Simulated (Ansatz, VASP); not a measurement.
## Two plane-wave programs on TiAl

```
Ti Al
1.0
     2.86726    0.00000    0.00000
    -1.43363    2.48312    0.00000
     0.00000    0.00000    4.67808
Ti Al
1 1
Cartesian
  0.0000 0.2000 0.0000
  0.0000 1.6554 2.3390
```

Alike in both runs: task single point; functional r2SCAN; k mesh 18 × 18 × 10; occupations gaussian, width 0.15 eV; no spin polarisation.

|  | VASP | Ansatz |
| --- | --- | --- |
| version | VASP 6.6.1 | Ansatz 0.2.0 |
| potentials or method | VASP PAW PBE potentials, release 64 (Ti_sv, Al), cutoff 520 eV | scalar-relativistic, plane waves, PAW |
| valence electrons in the cell | 15 | 15 |

```csv
,VASP,Ansatz,Ansatz less VASP
gap on the k mesh at the Fermi level (eV),none,none,-
pressure (GPa),-0.6,-0.7,-0.09
"traceless stress, the component that is largest in VASP (GPa)",3.17,3.17,+0.001
rms of the force components (eV/Å),0.298,0.298,-0.0003
```

VASP's potentials were made for PBE, not for r2SCAN. Atom by atom the forces differ by 0.000 eV/Å (rms over components). A gap of «none» marks a metal or a gap that the smearing closes. The functional is the same, so the differences come from potentials, cutoffs and numerics.
